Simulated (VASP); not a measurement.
# AlCu (P4mm) in VASP: single point with PBEsol

Aim: the single point of AlCu with PBEsol.

All numbers are computed with VASP 6.6.1; they aren't measurements. Logs are shortened: lines on timing, memory, paths and dates and some standing lists are left out, and cuts for length are marked.

### 1 The cell of the first run

The structure is tetragonal, space group P4mm (No. 99). Conventional cell: a = 2.956 Å, b = 2.956 Å, c = 2.956 Å, α = 90.00°, β = 90.00°, γ = 90.00°. Al (site symmetry 4mm) has 8 Cu at 2.48 to 2.65 Å and 6 Al at 2.96 Å within 3.3 Å. Cu (site symmetry 4mm) has 8 Al at 2.48 to 2.65 Å and 6 Cu at 2.96 Å within 3.3 Å.

### 2 Single point, PBEsol (atom 1 (Al) moved by (-0.150, +0.000) A along x and z)

The input, INCAR:

```
SYSTEM = AlCu
PREC     = Accurate       ! precision mode
ENCUT    = 520            ! plane-wave cutoff, eV
EDIFF    = 1E-7           ! SCF threshold, eV
ISMEAR   = 0              ! smearing method
SIGMA    = 0.15           ! smearing width, eV
LREAL    = .FALSE.        ! projectors in reciprocal space
LASPH    = .TRUE.         ! aspherical terms in the spheres
NELM     = 60             ! most SCF steps
ALGO     = Fast           ! electronic algorithm
ISIF     = 2              ! what is computed and relaxed
LWAVE    = .FALSE.        ! write WAVECAR
LCHARG   = .FALSE.        ! write CHGCAR
GGA      = PS             ! functional
NBANDS   = 14             ! bands
```

The input, KPOINTS:

```
regular mesh
0
G
  20 20 20
  0 0 0
```

The input, POSCAR:

```
AlCu
1.0
    2.9560037107      0.0000000000      0.0000000000
    0.0000000000      2.9560037107      0.0000000000
    0.0000000000      0.0000000000      2.9560037107
Al Cu
1 1
Direct
   -0.0507441853      0.0000000000      0.0000000000
    0.5000000000      0.5000000000      0.5000000000
```

Potentials or basis: VASP PAW PBE potentials, release 64 (Al, Cu).

Started as:

```bash
cat potpaw_PBE.64/Al/POTCAR potpaw_PBE.64/Cu/POTCAR > POTCAR
mpirun -np 1 vasp_std > vasp.out
```

OUTCAR:

```text
SYSTEM = AlCu
   PREC = Accurate
   ENCUT = 520
   EDIFF = 1E-7
   ISMEAR = 0
   LREAL = .FALSE.
   LASPH = .TRUE.
   NELM = 60
   ISIF = 2
   GGA = PS

 ion  position               nearest neighbor table
   1  0.949  0.000  0.000-   2 2.48   2 2.48   2 2.48   2 2.48   2 2.65   2 2.65   2 2.65   2 2.65

   2  0.500  0.500  0.500-   1 2.48   1 2.48   1 2.48   1 2.48   1 2.65   1 2.65   1 2.65   1 2.65

  LATTYP: Found a simple cubic cell.
 ALAT       =     2.9560037107

  Lattice vectors:

 A1 = (   2.9560037107,   0.0000000000,   0.0000000000)
 A2 = (   0.0000000000,   2.9560037107,   0.0000000000)
 A3 = (   0.0000000000,   0.0000000000,   2.9560037107)

Analysis of symmetry for initial positions (statically):
=====================================================================
 Subroutine PRICEL returns:
 Original cell was already a primitive cell.

 Routine SETGRP: Setting up the symmetry group for a
 simple cubic supercell.

 Subroutine GETGRP returns: Found  8 space group operations
 (whereof  8 operations were pure point group operations)
 out of a pool of 48 trial point group operations.

The static configuration has the point symmetry C_4v.

Analysis of symmetry for dynamics (positions and initial velocities):
=====================================================================
 Subroutine PRICEL returns:
 Original cell was already a primitive cell.

 Routine SETGRP: Setting up the symmetry group for a
 simple cubic supercell.

 Subroutine GETGRP returns: Found  8 space group operations
 (whereof  8 operations were pure point group operations)
 out of a pool of 48 trial point group operations.

The dynamic configuration has the point symmetry C_4v.

 Subroutine INISYM returns: Found  8 space group operations
 (whereof  8 operations are pure point group operations),
 and found     1 'primitive' translations

----------------------------------------------------------------------------------------

                                     Primitive cell

  volume of cell :      25.8294

  direct lattice vectors                    reciprocal lattice vectors
     2.956003711  0.000000000  0.000000000     0.338294569  0.000000000  0.000000000
     0.000000000  2.956003711  0.000000000     0.000000000  0.338294569  0.000000000
     0.000000000  0.000000000  2.956003711     0.000000000  0.000000000  0.338294569

  length of vectors
     2.956003711  2.956003711  2.956003711     0.338294569  0.338294569  0.338294569

  position of ions in fractional coordinates (direct lattice)
     0.949255815  0.000000000  0.000000000
     0.500000000  0.500000000  0.500000000

  ion indices of the primitive-cell ions
   primitive index   ion index
                 1           1
                 2           2

----------------------------------------------------------------------------------------

 KPOINTS: regular mesh

Automatic generation of k-mesh.
 Grid dimensions read from file:
 generate k-points for:   20   20   20

 Generating k-lattice:

  Cartesian coordinates                     Fractional coordinates (reciprocal lattice)
     0.016914728  0.000000000  0.000000000     0.050000000  0.000000000  0.000000000
     0.000000000  0.016914728  0.000000000     0.000000000  0.050000000  0.000000000
     0.000000000  0.000000000  0.016914728     0.000000000  0.000000000  0.050000000

  Length of vectors
     0.016914728  0.016914728  0.016914728

  Shift w.r.t. Gamma in fractional coordinates (k-lattice)
     0.000000000  0.000000000  0.000000000

 Subroutine IBZKPT returns following result:
 ===========================================

 Found    726 irreducible k-points:

 Following reciprocal coordinates:
            Coordinates               Weight
  0.000000  0.000000  0.000000      1.000000
  0.050000  0.000000  0.000000      2.000000
  0.000000  0.050000  0.000000      4.000000
  0.100000  0.000000  0.000000      2.000000
  0.000000  0.100000  0.000000      4.000000
  0.150000  0.000000  0.000000      2.000000
[... 16 lines left out ...]
  0.000000  0.050000  0.050000      4.000000
  0.100000  0.050000  0.000000      8.000000
 [... further k-points ...]
   k-points           NKPTS =    726   k-points in BZ     NKDIM =    726   number of bands    NBANDS=     14
   number of dos      NEDOS =    301   number of ions     NIONS =      2
   total plane-waves  NPLWV =  13824
   dimension x,y,z NGX =    24 NGY =   24 NGZ =   24
   dimension x,y,z NGXF=    48 NGYF=   48 NGZF=   48
   ions per type =               1   1
   NGX,Y,Z   is equivalent  to a cutoff of  13.50, 13.50, 13.50 a.u.
   NGXF,Y,Z  is equivalent  to a cutoff of  27.00, 27.00, 27.00 a.u.
 SYSTEM =  AlCu
   PREC   = accura    normal or accurate (medium, high low for compatibility)
   ISTART =      0    job   : 0-new  1-cont  2-samecut
   ICHARG =      2    charge: 1-file 2-atom 10-const
   ISPIN  =      1    spin polarized calculation?
   LNONCOLLINEAR =      F non collinear calculations
   LSORBIT =      F    spin-orbit coupling
   LASPH  =      T    aspherical Exc in radial PAW
   ENCUT  =  520.0 eV  38.22 Ry    6.18 a.u.   5.50  5.50  5.50*2*pi/ulx,y,z
   NELM   =     60;   NELMIN=  2; NELMDL= -5     # of ELM steps
   EDIFF  = 0.1E-06   stopping-criterion for ELM
   LREAL  =      F    real-space projection
   EDIFFG = 0.1E-05   stopping-criterion for IOM
   NSW    =      0    number of steps for IOM
   IBRION =     -1    ionic relax: 0-MD 1-quasi-New 2-CG
   NFREE  =      0    steps in history (QN), initial steepest desc. (CG)
   ISIF   =      2    stress and relaxation
   ISYM   =      2    0-nonsym 1-usesym 2-fastsym
   POTIM  = 0.5000    time-step for ionic-motion
   TEBEG  =    0.0;   TEEND  =   0.0 temperature during run
   PSTRESS=    0.0 pullay stress
   NELECT =      14.0000    total number of electrons
   NUPDOWN=      -1.0000    fix difference up-down
   EMIN   =  10.00;   EMAX   =-10.00  energy-range for DOS
   EFERMI =   0.00;   METHOD = LEGACY
   ISMEAR =     0;   SIGMA  =   0.15  broadening in eV -4-tet -1-fermi 0-gaus
   EFERMI_NEDOS =   21; number of points for ismear=-14 and -15
   IALGO  =     68    algorithm
   IMIX   =      4    mixing-type and parameters
     AMIX     =   0.40;   BMIX     =  1.00
     AMIX_MAG =   1.60;   BMIX_MAG =  1.00
  volume/ion in A,a.u.               =      12.91        87.15
  Fermi-wavevector in a.u.,A,eV,Ry     =   1.334789  2.522385 24.240969  1.781661
  Thomas-Fermi vector in A             =   2.463543
   LORBIT       =      0    0 simple, 1 ext, 2 COOP (PROOUT), +10 PAW based schemes
   GGA     = PS    functional components
   LHFCALC =     F    Hartree Fock is set to
   AEXX    =    0.0000 exact exchange contribution
   IVDW    =     0    specifies the selected vdW correction
   LEPSILON=     F    determine dielectric tensor
   LRPA    =     F    only Hartree local field effects (RPA)
 non-spin polarized calculation
 RMM-DIIS sequential band-by-band and
 Gauss-broadening in eV      SIGMA  =   0.15
  energy-cutoff  :      520.00
  volume of cell :       25.83
 maximum number of plane-waves:       739
 NGX is ok and might be reduce to    24
   NGX = 11   NGY = 11   NGZ = 11

 number of electron      14.0000015 magnetization

 Free energy of the ion-electron system (eV)
  ---------------------------------------------------
  ext. energy  EPLUGINS =         0.00000000
  ---------------------------------------------------
  free energy    TOTEN  =        -8.66306466 eV

  energy without entropy =       -8.65531564  energy(sigma->0) =       -8.65919015

 E-fermi :   9.4982     XC(G=0): -11.8015

 val. band max:        9.4869819240   @ k =   0.4000   0.0500   0.5000
 cond. band min:       9.5002003040   @ k =   0.3500   0.5000   0.5000
 fundamental gap:      0.0132183799
 Fermi energy:         9.4982115895

 k-point     1 :       0.0000    0.0000    0.0000
  band No.  band energies     occupation
      1      -2.3322      2.00000
      2       4.3470      2.00000
      3       4.3627      2.00000
      4       5.4317      2.00000
      5       5.4483      2.00000
      6       5.4483      2.00000
      7      13.4193      0.00000
      8      13.4193      0.00000
      9      13.4540      0.00000
     10      15.8729      0.00000
     11      15.8778      0.00000
     12      19.9894      0.00000
     13      28.1187      0.00000
     14      28.1426      0.00000

 k-point     2 :       0.0500    0.0000    0.0000
  band No.  band energies     occupation
      1      -2.2887      2.00000
      2       4.3538      2.00000
      3       4.3652      2.00000
      4       5.4331      2.00000
      5       5.4359      2.00000
      6       5.4359      2.00000
      7      12.8592      0.00000
      8      13.4718      0.00000
      9      13.4718      0.00000
     10      15.8924      0.00000
     11      16.3994      0.00000
     12      20.1589      0.00000
     13      27.5542      0.00000
     14      27.5553      0.00000

 k-point     3 :       0.0000    0.0500    0.0000
  band No.  band energies     occupation
      1      -2.2886      2.00000
      2       4.3504      2.00000
      3       4.3686      2.00000
      4       5.4186      2.00000
      5       5.4359      2.00000
      6       5.4501      2.00000
      7      12.8212      0.00000
      8      13.4722      0.00000
      9      13.5246      0.00000
     10      15.8884      0.00000
     11      16.3815      0.00000
     12      20.1661      0.00000
     13      27.5768      0.00000
     14      27.6500      0.00000
[... 324 lines left out ...]
 k-point    23 :       0.0000    0.0500    0.0500
  band No.  band energies     occupation
      1      -2.2451      2.00000
      2       4.3546      2.00000
      3       4.3741      2.00000
      4       5.4052      2.00000
      5       5.4353      2.00000
      6       5.4401      2.00000
      7      12.7745      0.00000
      8      12.9693      0.00000
      9      13.6037      0.00000
     10      16.1377      0.00000
     11      16.6607      0.00000
     12      20.3288      0.00000
     13      27.0040      0.00000
     14      27.5971      0.00000

 k-point    24 :       0.1000    0.0500    0.0000
  band No.  band energies     occupation
      1      -2.1153      2.00000
      2       4.3762      2.00000
      3       4.3774      2.00000
      4       5.3864      2.00000
      5       5.4000      2.00000
      6       5.4261      2.00000
      7      11.7671      0.00000
      8      13.0650      0.00000
      9      13.6799      0.00000
     10      16.2926      0.00000
     11      17.4889      0.00000
     12      20.8354      0.00000
     13      25.8384      0.00000
     14      26.4732      0.00000

 [... further k-points ...]
[... 5 lines left out ...]
  --------------------------------------------------------------------------------------
  -------------------------------------------------------------------------------------
  Total       -0.1029078      0.0650213      0.0650213      0.0000000      0.0000000      0.0000000
  in kB       -6.3832784      4.0332127      4.0332127      0.0000000      0.0000000      0.0000000
  external PRESSURE =       0.5610490 kB  Pullay stress =       0.0000000 kB

 VOLUME and BASIS-vectors are now :
 -----------------------------------------------------------------------------
  energy-cutoff  :      520.00
  volume of cell :       25.83
      direct lattice vectors                 reciprocal lattice vectors
     2.956003711  0.000000000  0.000000000     0.338294569  0.000000000  0.000000000
     0.000000000  2.956003711  0.000000000     0.000000000  0.338294569  0.000000000
     0.000000000  0.000000000  2.956003711     0.000000000  0.000000000  0.338294569

 POSITION                                       TOTAL-FORCE (eV/Angst)
 -----------------------------------------------------------------------------------
      2.80600      0.00000      0.00000         0.672458      0.000000     -0.000000
      1.47800      1.47800      1.47800        -0.672458      0.000000      0.000000
 -----------------------------------------------------------------------------------
    total drift:                                0.002691      0.000000     -0.000000

  FREE ENERGIE OF THE ION-ELECTRON SYSTEM (eV)
  ---------------------------------------------------
  free  energy   TOTEN  =        -8.6630646574 eV

  energy  without entropy=       -8.6553156428  energy(sigma->0) =       -8.65919015
```

Wall time 5.6 min (1 thread of Intel Xeon 8259CL, shared host); peak memory 0.38 GiB.

Results:

```
Free energy            : -8.6631 eV
Pressure               : 0.1 GPa
Largest force          : 0.672 eV/Å
Band gap on the k mesh : zero (bands 7 and 8 overlap by 4.81 eV)
```

Forces in eV/Å, atoms in the order of the input:
```
Al   0.672  0.000  0.000
Cu  -0.672  0.000  0.000
```

Stress tensor (GPa, compression positive):
```
-0.64  0.00  0.00
 0.00  0.40  0.00
 0.00  0.00  0.40
```

Caveat: the cell differs from its parent crystal (atom 1 (Al) moved by (-0.150, +0.000) A along x and z); the PAW data sets were made with another functional, which shifts forces and pressure a little.
